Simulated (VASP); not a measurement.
Wanted: the native input for a VASP 6.6.1 run.

```yaml
Task: single point
Functional: PBEsol
Potentials_or_basis: VASP PAW PBE potentials, release 64 (Mo_sv, Sb)
Cutoff: 520 eV
k_mesh: 10 × 10 × 10
Occupations: gaussian, width 0.05 eV
Spin: no spin polarisation
Dipole_correction: no
Further_INCAR_settings: ALGO = Normal; EDIFF = 1e-07; NBANDS = 16
```

The structure of SbMo lies in POSCAR:

```
SbMo
1.0
    0.0000000000      2.6885015438      2.6885015438
    2.6885015438      0.0000000000      2.6885015438
    2.6885015438      2.6885015438      0.0000000000
Mo Sb
1 1
Direct
    0.5000000000      0.5000000000      0.5000000000
    0.0000000000      0.0000000000      0.0000000000
```

This cell differs from its parent crystal: volume scaled by 0.960.

The input as run:

INCAR

```
SYSTEM = SbMo
ALGO     = Normal         ! electronic algorithm
EDIFF    = 1E-7           ! SCF threshold, eV
ENCUT    = 520            ! plane-wave cutoff, eV
GGA      = PS             ! functional
ISIF     = 2              ! what is computed and relaxed
ISMEAR   = 0              ! smearing method
LASPH    = .TRUE.         ! aspherical terms in the spheres
LCHARG   = .FALSE.        ! write CHGCAR
LREAL    = .FALSE.        ! projectors in reciprocal space
LWAVE    = .FALSE.        ! write WAVECAR
NBANDS   = 16             ! bands
NELM     = 60             ! most SCF steps
PREC     = Accurate       ! precision mode
SIGMA    = 0.05           ! smearing width, eV
```

KPOINTS

```
k-points
0
G
  10 10 10
  0 0 0
```

Potentials or basis: VASP PAW PBE potentials, release 64 (Mo_sv, Sb).

Launch:

```console
$ cat potpaw_PBE.64/Mo_sv/POTCAR potpaw_PBE.64/Sb/POTCAR > POTCAR
$ mpirun -np 1 vasp_std > vasp.out
```

Results of the run:

```yaml
Pressure: 6.3 GPa
```

Caveat: the PAW data sets were made with another functional, which shifts forces and pressure a little.

Run time: 41 s on 1 thread of Intel Xeon 8259CL, on a shared host, peak memory 0.18 GiB.
